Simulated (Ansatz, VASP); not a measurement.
**One calculation of Rb, two programs**

The input POSCAR:

```
Rb
1.0
    0.0000000000      3.5906913345      3.5906913345
    3.5906913345      0.0000000000      3.5906913345
    3.5906913345      3.5906913345      0.0000000000
Rb
1
Direct
    0.0000000000      0.0000000000      0.0000000000
```

The input INCAR.step1:

```
SYSTEM = Rb
ALGO = Normal
EDIFF = 1E-4
ENCUT = 520
GGA = PE
ISMEAR = 0
LASPH = .True.
LCHARG = .False.
LREAL = .False.
LWAVE = .True.
NBANDS = 10
NELM = 80
PREC = Accurate
SIGMA = 0.15
```

Contents of INCAR.step2:

```
SYSTEM = Rb
ALGO = Normal
EDIFF = 1E-6
ENCUT = 520
ISIF = 2
ISMEAR = 0
ISTART = 1
LASPH = .True.
LCHARG = .True.
LELF = .True.
LMIXTAU = .True.
LREAL = .False.
LVHAR = .True.
LWAVE = .False.
METAGGA = R2SCAN
NBANDS = 10
NELM = 80
PREC = Accurate
SIGMA = 0.15
```

Contents of KPOINTS:

```
k-points
0
Gamma
  6 6 6
  0 0 0
```

Input for Ansatz:

```yaml
crystal:
  lattice:
    - [0.0, 3.5906913344697453, 3.5906913344697453]
    - [3.5906913344697453, 0.0, 3.5906913344697453]
    - [3.5906913344697453, 3.5906913344697453, 0.0]
  atoms:
    - { symbol: Rb, position: [0.0, 0.0, 0.0] }
basis:
  ecutwfc: 550.0
kpoints:
  mp_grid:
    grid: [6, 6, 6]
hamiltonian:
  xc: r2scan
scf:
  n_extra_bands: 12
  occupations:
    method: gaussian
    width: 0.15
output:
  stress: true
```

Alike in both runs: task single point; functional r2SCAN; k mesh 6 × 6 × 6; occupations gaussian, width 0.15 eV; no spin polarisation.

|  | VASP | Ansatz |
| --- | --- | --- |
| version | VASP 6.6.1 | Ansatz 0.2.0 |
| potentials or method | VASP PAW PBE potentials, release 64 (Rb_sv), cutoff 520 eV | plane waves, PAW |
| valence electrons in the cell | 9 | 9 |

```tsv
	VASP	Ansatz	Ansatz less VASP
pressure (GPa)	0.1	0.1	-0.01
```

VASP's potentials were made for PBE, not for r2SCAN.
